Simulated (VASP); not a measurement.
Set up this calculation in VASP 6.6.1, as the native input.

| Item | Value |
| --- | --- |
| Task | single point |
| Functional | PBE |
| Potentials or basis | VASP PAW PBE potentials, release 64 (Sb, Bi_d, Te, S) |
| Cutoff | 520 eV |
| k mesh | 4 × 4 × 2 |
| Occupations | gaussian, width 0.1 eV |
| Spin | no spin polarisation |
| Dipole correction | no |
| Further INCAR settings | ALGO = Normal; EDIFF = 1e-06; NBANDS = 27 |

The structure of BiSbTe2S lies in POSCAR:

```
BiSbTe2S
1.0
    4.4110624900      0.0000000000      0.0000000000
    0.0000000000      4.4110624900      0.0000000000
    0.0000000000      0.0000000000      9.6496074600
Sb Bi Te S
1 1 2 1
Direct
    0.0000000000      0.0000000000      0.5000000000
    0.5000000000      0.5000000000      0.5000000000
    0.5000000000      0.5000000000      0.2700824100
    0.5000000000      0.5000000000      0.7299175900
    0.5000000000      0.5000000000      0.0000000000
```

The cell was built from a structure type or drawn by symmetry, and may not be a known phase.

The input as run:

INCAR

```
PREC     = Accurate       # precision mode
ENCUT    = 520            # plane-wave cutoff, eV
EDIFF    = 1E-6           # SCF threshold, eV
ISMEAR   = 0              # smearing method
SIGMA    = 0.1            # smearing width, eV
LREAL    = F              # projectors in reciprocal space
LASPH    = T              # aspherical terms in the spheres
NELM     = 100            # most SCF steps
ALGO     = Normal         # electronic algorithm
ISIF     = 2              # what is computed and relaxed
LWAVE    = F              # write WAVECAR
LCHARG   = F              # write CHGCAR
GGA      = PE             # functional
NBANDS   = 27             # bands
```

KPOINTS

```
Automatic mesh
0
Gamma
  4 4 2
```

Potentials or basis: VASP PAW PBE potentials, release 64 (Sb, Bi_d, Te, S).

The run is started by

```bash
$ cat potpaw_PBE.64/Sb/POTCAR potpaw_PBE.64/Bi_d/POTCAR potpaw_PBE.64/Te/POTCAR potpaw_PBE.64/S/POTCAR > POTCAR
$ mpirun -np 1 vasp_std > vasp.out
```

It gave:

```yaml
Pressure: 19.9 GPa
Largest_force: 15.586 eV/Å
Band_gap_on_the_k_mesh: zero (bands 19 and 20 overlap by 1.60 eV)
```

Caveat: the cell stands under pressure; spin-orbit coupling is left out, which moves the levels of the heavy elements; forces of over 1 eV/Å act on the atoms, so gaps and moduli don't describe the material at rest.

It took 48 s on 1 thread of Intel(R) Xeon(R) 6975P-C (Granite Rapids), with other jobs on the host, peak memory 0.33 GiB.
